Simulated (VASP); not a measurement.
Wanted: the native input for a VASP 6.6.1 run.

```yaml
Task: relaxation of cell and atoms
Functional: PBE
Potentials_or_basis: VASP PAW PBE potentials, release 64 (Si)
Cutoff: 600 eV
k_mesh: 12 × 12 × 4
Occupations: gaussian, width 0.1 eV
Spin: no spin polarisation
Dipole_correction: no
Further_INCAR_settings: ALGO = Normal; EDIFF = 1e-06; IBRION = 2; EDIFFG = -0.01; NSW = 100; ISIF = 3
```

The structure of Si lies in POSCAR:

```
Si
1.0
    3.6866292019      0.0000000000      0.0000000000
   -1.8433146010      3.1927145432      0.0000000000
    0.0000000000      0.0000000000      9.6706652614
Si
6
Direct
    0.0000000000      0.0000000000      0.5000000000
    0.0000000000      0.0000000000      0.0000000000
    0.6666666667      0.3333333333      0.3702950994
    0.3333333333      0.6666666667      0.6297049006
    0.3333333333      0.6666666667      0.8702950994
    0.6666666667      0.3333333333      0.1297049006
```

The cell was built from a structure type or drawn by symmetry, and may not be a known phase.

These files were run (other wordings do the same):

INCAR

```
PREC     = Accurate       # precision mode
ENCUT    = 600            # plane-wave cutoff, eV
EDIFF    = 1E-6           # SCF threshold, eV
ISMEAR   = 0              # smearing method
SIGMA    = 0.1            # smearing width, eV
LREAL    = F              # projectors in reciprocal space
LASPH    = T              # aspherical terms in the spheres
NELM     = 60             # most SCF steps
ALGO     = Normal         # electronic algorithm
ISIF     = 3              # what is computed and relaxed
LWAVE    = F              # write WAVECAR
LCHARG   = F              # write CHGCAR
GGA      = PE             # functional
IBRION   = 2              # ionic algorithm
NSW      = 100            # ionic steps
EDIFFG   = -0.01          # ionic threshold
```

KPOINTS

```
regular mesh
0
Gamma
  12 12 4
```

Potentials or basis: VASP PAW PBE potentials, release 64 (Si).

The run is started by

```sh
$ cat potpaw_PBE.64/Si/POTCAR > POTCAR
$ mpirun -np 1 vasp_std > vasp.out
```

It gave:

| Quantity | Value |
| --- | --- |
| Relaxed volume | 18.71 Å³/atom |
| Relaxed cell | a = 3.615 Å, b = 3.615 Å, c = 9.920 Å, α = 90.00°, β = 90.00°, γ = 120.00° |
| Space group after relaxing (to 0.1 Å) | P6_3/mmc (No. 194) |
| Energy gained by relaxing | 9.3 meV/atom |
| Ionic steps | 7 |
| Pressure after relaxing | 0.0 GPa |
| Band gap on the k mesh | zero (bands 12 and 13 overlap by 2.39 eV) |

Wall time 14 min on 1 thread of Intel Xeon 8259CL, with other jobs on the host, peak memory 0.3 GiB.
